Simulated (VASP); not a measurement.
Write the native input for VASP 6.6.1 that does the following.

```
Task                   : single point
Functional             : PBE
Potentials or basis    : VASP PAW PBE potentials, release 64 (Pt, H)
Cutoff                 : 520 eV
k mesh                 : 5 × 5 × 1
Occupations            : gaussian, width 0.1 eV
Spin                   : no spin polarisation
Dipole correction      : yes
Further INCAR settings : ALGO = Normal; EDIFF = 1e-06; NBANDS = 74
```

The structure of HPt6 lies in POSCAR:

```
HPt6
1.0
    5.6143281343      0.0000000000      0.0000000000
    0.0000000000      5.6143281343      0.0000000000
    0.0000000000      0.0000000000     21.8513792319
Pt H
12 2
Direct
    0.2500000000      0.2500000000      0.1830548066
    0.2500000000      0.7500000000      0.1830548066
    0.7500000000      0.2500000000      0.1830548066
    0.7500000000      0.7500000000      0.1830548066
    0.0000000000      0.0000000000      0.2712126041
    0.0000000000      0.5000000000      0.2712126041
    0.5000000000      0.0000000000      0.2712126041
    0.5000000000      0.5000000000      0.2712126041
    0.2500000000      0.2500000000      0.3593081768
    0.2500000000      0.7500000000      0.3593081768
    0.7500000000      0.2500000000      0.3593081768
    0.7500000000      0.7500000000      0.3593081768
   -0.1331414877      0.0000000000      0.4238349961
    0.1331414877      0.0000000000      0.4238349961
```

The input as run:

INCAR

```
  ALGO = Normal
  DIPOL = 0.5 0.5 0.293
  EDIFF = 1E-6
  ENCUT = 520
  GGA = PE
  IDIPOL = 3
  ISIF = 2
  ISMEAR = 0
  LASPH = T
  LCHARG = T
  LDIPOL = T
  LELF = T
  LREAL = F
  LVACPOTAV = T
  LVHAR = T
  LWAVE = F
  NBANDS = 74
  NELM = 80
  PREC = Accurate
  SIGMA = 0.1
```

KPOINTS

```
k-points
0
Gamma
  5 5 1
```

Potentials or basis: VASP PAW PBE potentials, release 64 (Pt, H).

The run is started by

```sh
$ cat potpaw_PBE.64/Pt/POTCAR potpaw_PBE.64/H/POTCAR > POTCAR
$ mpirun -np 1 vasp_std > vasp.out
```

Results of the run:

The largest force is 1.660 eV/Å and the band gap on the k mesh is zero (band 61 reaches -0.83 eV, above the bottom of band 62 at -1.20 eV).

Caveat: spin-orbit coupling is left out, which moves the levels of the heavy elements.

It took 21 min on 1 thread of Intel(R) Xeon(R) Platinum 8259CL CPU @ 2.50GHz (Skylake/Cascade Lake) (shared host), peak memory 0.79 GiB.
